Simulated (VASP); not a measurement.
# Si3Ru (Fm-3m) in VASP: relaxation of cell and atoms with PBE

Aim: the relaxation of cell and atoms of Si3Ru with PBE.

Everything below comes from runs of VASP 6.6.1. Logs are shortened: lines on timing, memory, paths and dates and some standing lists are left out, and cuts for length are marked.

### 1 The cell of the first run

It takes space group Fm-3m (No. 225, cubic). The conventional cell has a = 6.005 Å, b = 6.005 Å, c = 6.005 Å, α = 90.00°, β = 90.00°, γ = 90.00°. Si (site symmetry -43m) has 10 Si at 2.60 to 3.00 Å and 4 Ru at 2.60 Å within 3.4 Å. Within 3.4 Å of Si (site symmetry m-3m) lie 8 Si at 2.60 Å and 6 Ru at 3.00 Å. Ru (site symmetry m-3m) has 14 Si at 2.60 to 3.00 Å within 3.4 Å.

The cell was built from a structure type or drawn by symmetry, and may not be a known phase.

### 2 Relaxation of cell and atoms, PBE

Contents of INCAR:

```
SYSTEM = Si3Ru
PREC     = Accurate       ! precision mode
ENCUT    = 600            ! plane-wave cutoff, eV
EDIFF    = 1E-6           ! SCF threshold, eV
ISMEAR   = 0              ! smearing method
SIGMA    = 0.1            ! smearing width, eV
LREAL    = .False.        ! projectors in reciprocal space
LASPH    = .True.         ! aspherical terms in the spheres
NELM     = 60             ! most SCF steps
ALGO     = Normal         ! electronic algorithm
ISIF     = 3              ! what is computed and relaxed
LWAVE    = .False.        ! write WAVECAR
LCHARG   = .False.        ! write CHGCAR
GGA      = PE             ! functional
IBRION   = 2              ! ionic algorithm
NSW      = 100            ! ionic steps
EDIFFG   = -0.01          ! ionic threshold
```

Contents of KPOINTS:

```
Automatic mesh
0
Gamma
  14 14 14
  0 0 0
```

Contents of POSCAR:

```
Si3Ru
1.0
    0.0000000000      3.0026663252      3.0026663252
    3.0026663252      0.0000000000      3.0026663252
    3.0026663252      3.0026663252      0.0000000000
Si Ru
3 1
Direct
    0.2500000000      0.2500000000      0.2500000000
    0.7500000000      0.7500000000      0.7500000000
    0.5000000000      0.5000000000      0.5000000000
    0.0000000000      0.0000000000      0.0000000000
```

Potentials or basis: VASP PAW PBE potentials, release 64 (Si, Ru_pv).

Launch:

```bash
$ cat potpaw_PBE.64/Si/POTCAR potpaw_PBE.64/Ru_pv/POTCAR > POTCAR
$ mpirun -np 1 vasp_std > vasp.out
```

OUTCAR:

```text
SYSTEM = Si3Ru
   PREC = Accurate
   ENCUT = 600
   EDIFF = 1E-6
   ISMEAR = 0
   LREAL = .False.
   LASPH = .True.
   NELM = 60
   ISIF = 3
   GGA = PE
   IBRION = 2
   NSW = 100
   EDIFFG = -0.01

 ion  position               nearest neighbor table
   1  0.250  0.250  0.250-   4 2.60   4 2.60   4 2.60   3 2.60   4 2.60   3 2.60   3 2.60   3 2.60
                             2 3.00   2 3.00   2 3.00   2 3.00   2 3.00   2 3.00
   2  0.750  0.750  0.750-   3 2.60   3 2.60   3 2.60   3 2.60   4 2.60   4 2.60   4 2.60   4 2.60
                             1 3.00   1 3.00   1 3.00   1 3.00   1 3.00   1 3.00
   3  0.500  0.500  0.500-   1 2.60   1 2.60   1 2.60   1 2.60   2 2.60   2 2.60   2 2.60   2 2.60
                             4 3.00   4 3.00   4 3.00   4 3.00   4 3.00   4 3.00
   4  0.000  0.000  0.000-   2 2.60   2 2.60   2 2.60   1 2.60   2 2.60   1 2.60   1 2.60   1 2.60
                             3 3.00   3 3.00   3 3.00   3 3.00   3 3.00   3 3.00

  LATTYP: Found a face centered cubic cell.
 ALAT       =     6.0053326504

  Lattice vectors:

 A1 = (   0.0000000000,   3.0026663252,   3.0026663252)
 A2 = (   3.0026663252,   0.0000000000,   3.0026663252)
 A3 = (   3.0026663252,   3.0026663252,   0.0000000000)

Analysis of symmetry for initial positions (statically):
=====================================================================
 Subroutine PRICEL returns:
 Original cell was already a primitive cell.

 Routine SETGRP: Setting up the symmetry group for a
 face centered cubic supercell.

 Subroutine GETGRP returns: Found 48 space group operations
 (whereof 48 operations were pure point group operations)
 out of a pool of 48 trial point group operations.

The static configuration has the point symmetry O_h .

Analysis of symmetry for dynamics (positions and initial velocities):
=====================================================================
 Subroutine PRICEL returns:
 Original cell was already a primitive cell.

 Routine SETGRP: Setting up the symmetry group for a
 face centered cubic supercell.

 Subroutine GETGRP returns: Found 48 space group operations
 (whereof 48 operations were pure point group operations)
 out of a pool of 48 trial point group operations.

The dynamic configuration has the point symmetry O_h .

 Subroutine INISYM returns: Found 48 space group operations
 (whereof 48 operations are pure point group operations),
 and found     1 'primitive' translations

----------------------------------------------------------------------------------------

                                     Primitive cell

  volume of cell :      54.1441

  direct lattice vectors                    reciprocal lattice vectors
     0.000000000  3.002666325  3.002666325    -0.166518669  0.166518669  0.166518669
     3.002666325  0.000000000  3.002666325     0.166518669 -0.166518669  0.166518669
     3.002666325  3.002666325  0.000000000     0.166518669  0.166518669 -0.166518669

  length of vectors
     4.246411440  4.246411440  4.246411440     0.288418795  0.288418795  0.288418795

  position of ions in fractional coordinates (direct lattice)
     0.250000000  0.250000000  0.250000000
     0.750000000  0.750000000  0.750000000
     0.500000000  0.500000000  0.500000000
     0.000000000  0.000000000  0.000000000

  ion indices of the primitive-cell ions
   primitive index   ion index
                 1           1
                 2           2
                 3           3
                 4           4

----------------------------------------------------------------------------------------

 KPOINTS: Automatic mesh

Automatic generation of k-mesh.
 Grid dimensions read from file:
 generate k-points for:   14   14   14

 Generating k-lattice:

  Cartesian coordinates                     Fractional coordinates (reciprocal lattice)
    -0.011894191  0.011894191  0.011894191     0.071428571  0.000000000  0.000000000
     0.011894191 -0.011894191  0.011894191     0.000000000  0.071428571  0.000000000
     0.011894191  0.011894191 -0.011894191     0.000000000  0.000000000  0.071428571

  Length of vectors
     0.020601343  0.020601343  0.020601343

  Shift w.r.t. Gamma in fractional coordinates (k-lattice)
     0.000000000  0.000000000  0.000000000

 Subroutine IBZKPT returns following result:
 ===========================================

 Found    104 irreducible k-points:

 Following reciprocal coordinates:
            Coordinates               Weight
  0.000000  0.000000  0.000000      1.000000
  0.071429  0.000000  0.000000      8.000000
  0.142857  0.000000  0.000000      8.000000
  0.214286  0.000000  0.000000      8.000000
  0.285714  0.000000  0.000000      8.000000
  0.357143  0.000000  0.000000      8.000000
[... 16 lines left out ...]
  0.214286  0.142857  0.000000     24.000000
  0.285714  0.142857  0.000000     24.000000
 [... further k-points ...]
   k-points           NKPTS =    104   k-points in BZ     NKDIM =    104   number of bands    NBANDS=     17
   number of dos      NEDOS =    301   number of ions     NIONS =      4
   total plane-waves  NPLWV =  46656
   dimension x,y,z NGX =    36 NGY =   36 NGZ =   36
   dimension x,y,z NGXF=    72 NGYF=   72 NGZF=   72
   ions per type =               3   1
   NGX,Y,Z   is equivalent  to a cutoff of  14.09, 14.09, 14.09 a.u.
   NGXF,Y,Z  is equivalent  to a cutoff of  28.19, 28.19, 28.19 a.u.
 SYSTEM =  Si3Ru
   PREC   = accura    normal or accurate (medium, high low for compatibility)
   ISTART =      0    job   : 0-new  1-cont  2-samecut
   ICHARG =      2    charge: 1-file 2-atom 10-const
   ISPIN  =      1    spin polarized calculation?
   LNONCOLLINEAR =      F non collinear calculations
   LSORBIT =      F    spin-orbit coupling
   LASPH  =      T    aspherical Exc in radial PAW
   ENCUT  =  600.0 eV  44.10 Ry    6.64 a.u.   8.48  8.48  8.48*2*pi/ulx,y,z
   NELM   =     60;   NELMIN=  2; NELMDL= -5     # of ELM steps
   EDIFF  = 0.1E-05   stopping-criterion for ELM
   LREAL  =      F    real-space projection
   EDIFFG = -.1E-01   stopping-criterion for IOM
   NSW    =    100    number of steps for IOM
   IBRION =      2    ionic relax: 0-MD 1-quasi-New 2-CG
   NFREE  =      1    steps in history (QN), initial steepest desc. (CG)
   ISIF   =      3    stress and relaxation
   ISYM   =      2    0-nonsym 1-usesym 2-fastsym
   POTIM  = 0.5000    time-step for ionic-motion
   TEBEG  =    0.0;   TEEND  =   0.0 temperature during run
   PSTRESS=    0.0 pullay stress
   NELECT =      26.0000    total number of electrons
   NUPDOWN=      -1.0000    fix difference up-down
   EMIN   =  10.00;   EMAX   =-10.00  energy-range for DOS
   EFERMI =   0.00;   METHOD = LEGACY
   ISMEAR =     0;   SIGMA  =   0.10  broadening in eV -4-tet -1-fermi 0-gaus
   EFERMI_NEDOS =   21; number of points for ismear=-14 and -15
   IALGO  =     38    algorithm
   IMIX   =      4    mixing-type and parameters
     AMIX     =   0.40;   BMIX     =  1.00
     AMIX_MAG =   1.60;   BMIX_MAG =  1.00
  volume/ion in A,a.u.               =      13.54        91.35
  Fermi-wavevector in a.u.,A,eV,Ry     =   1.281983  2.422596 22.360903  1.643480
  Thomas-Fermi vector in A             =   2.414321
   LORBIT       =      0    0 simple, 1 ext, 2 COOP (PROOUT), +10 PAW based schemes
   GGA     = PE    functional components
   LHFCALC =     F    Hartree Fock is set to
   AEXX    =    0.0000 exact exchange contribution
   IVDW    =     0    specifies the selected vdW correction
   LEPSILON=     F    determine dielectric tensor
   LRPA    =     F    only Hartree local field effects (RPA)
 conjugate gradient relaxation of ions
 non-spin polarized calculation
 Gauss-broadening in eV      SIGMA  =   0.10
  energy-cutoff  :      600.00
  volume of cell :       54.14
 maximum number of plane-waves:      1838
 NGX is ok and might be reduce to    36
   NGX = 17   NGY = 17   NGZ = 17

--------------------------------------- Ionic step        1  -------------------------------------------

 number of electron      25.9999999 magnetization

 Free energy of the ion-electron system (eV)
  ---------------------------------------------------
  ext. energy  EPLUGINS =         0.00000000
  ---------------------------------------------------
  free energy    TOTEN  =       -24.88245663 eV

  energy without entropy =      -24.87498888  energy(sigma->0) =      -24.87872276

------------------------ aborting loop because EDIFF is reached ----------------------------------------

  FORCE on cell =-STRESS in cart. coord.  units (eV):
  Direction    XX          YY          ZZ          XY          YZ          ZX
  --------------------------------------------------------------------------------------
  -------------------------------------------------------------------------------------
  Total        0.3757499      0.3757499      0.3757499      0.0000000     -0.0000000     -0.0000000
  in kB       11.1188091     11.1188091     11.1188091      0.0000000     -0.0000000     -0.0000000
  external PRESSURE =      11.1188091 kB  Pullay stress =       0.0000000 kB
[... 61 lines left out ...]
  energy  without entropy=      -24.8752758132  energy(sigma->0) =      -24.87895903

--------------------------------------- Ionic step        3  -------------------------------------------

 number of electron      25.9999999 magnetization

 Free energy of the ion-electron system (eV)
  ---------------------------------------------------
  ext. energy  EPLUGINS =         0.00000000
  ---------------------------------------------------
  free energy    TOTEN  =       -24.88376863 eV

  energy without entropy =      -24.87635447  energy(sigma->0) =      -24.88006155

 E-fermi :  11.2432     XC(G=0): -12.0953

 val. band max:       11.2202346170   @ k =   0.2857   0.1429   0.0000
 cond. band min:      11.2516858138   @ k =  -0.1429   0.0714   0.0000
 fundamental gap:      0.0314511969
 Fermi energy:        11.2431653603

 k-point     1 :       0.0000    0.0000    0.0000
  band No.  band energies     occupation
      1     -31.2566      2.00000
      2     -31.2566      2.00000
      3     -31.2566      2.00000
      4      -2.5189      2.00000
      5       6.1311      2.00000
      6       6.1311      2.00000
[... 9 lines left out ...]
     16      14.0625      0.00000
     17      14.0625      0.00000
[... 443 lines left out ...]
      1     -31.2605      2.00000
      2     -31.2577      2.00000
      3     -31.2577      2.00000
      4      -1.6051      2.00000
      5       3.7828      2.00000
      6       5.2693      2.00000
[... 9 lines left out ...]
     16      12.3839      0.00000
     17      14.2465      0.00000

 [... further k-points ...]

------------------------ aborting loop because EDIFF is reached ----------------------------------------

  FORCE on cell =-STRESS in cart. coord.  units (eV):
  Direction    XX          YY          ZZ          XY          YZ          ZX
  --------------------------------------------------------------------------------------
  -------------------------------------------------------------------------------------
  Total        0.0015386      0.0015386      0.0015386      0.0000000      0.0000000      0.0000000
  in kB        0.0452109      0.0452109      0.0452109      0.0000000      0.0000000      0.0000000
  external PRESSURE =       0.0452109 kB  Pullay stress =       0.0000000 kB
[... 19 lines left out ...]
  FREE ENERGIE OF THE ION-ELECTRON SYSTEM (eV)
  ---------------------------------------------------
  free  energy   TOTEN  =       -24.8837686268 eV

  energy  without entropy=      -24.8763544735  energy(sigma->0) =      -24.88006155

 reached required accuracy - stopping structural energy minimisation
```

Wall time 2 min (1 thread of Intel Xeon 6975P-C (Granite Rapids), shared host); peak memory 0.29 GiB.

Results:

- Free energy: -24.8838 eV
- Relaxed volume: 13.63 Å³/atom
- Relaxed cell: a = 4.256 Å, b = 4.256 Å, c = 4.256 Å, α = 60.00°, β = 60.00°, γ = 60.00°
- Space group after relaxing (to 0.1 Å): Fm-3m (No. 225)
- Energy gained by relaxing: 0.3 meV/atom
- Ionic steps: 3
- Pressure after relaxing: 0.0 GPa
- Band gap on the k mesh: zero (bands 13 and 14 overlap by 1.17 eV)

The path:
```tsv
step	energy change (eV)	largest force (eV/Å)	pressure (GPa)	volume (Å³)
1	0.0000	0.0000	1.11	54.14
2	-0.0002	0.0000	-1.01	54.88
3	-0.0013	0.0000	0.00	54.53
```

Final structure:
```yaml
crystal:
  lattice:
    - [0.00000, 3.00971, 3.00971]
    - [3.00971, 0.00000, 3.00971]
    - [3.00971, 3.00971, 0.00000]
  atoms:
    - { symbol: Si, position: [0.25000, 0.25000, 0.25000] }
    - { symbol: Si, position: [0.75000, 0.75000, 0.75000] }
    - { symbol: Si, position: [0.50000, 0.50000, 0.50000] }
    - { symbol: Ru, position: [0.00000, 0.00000, 0.00000] }
```
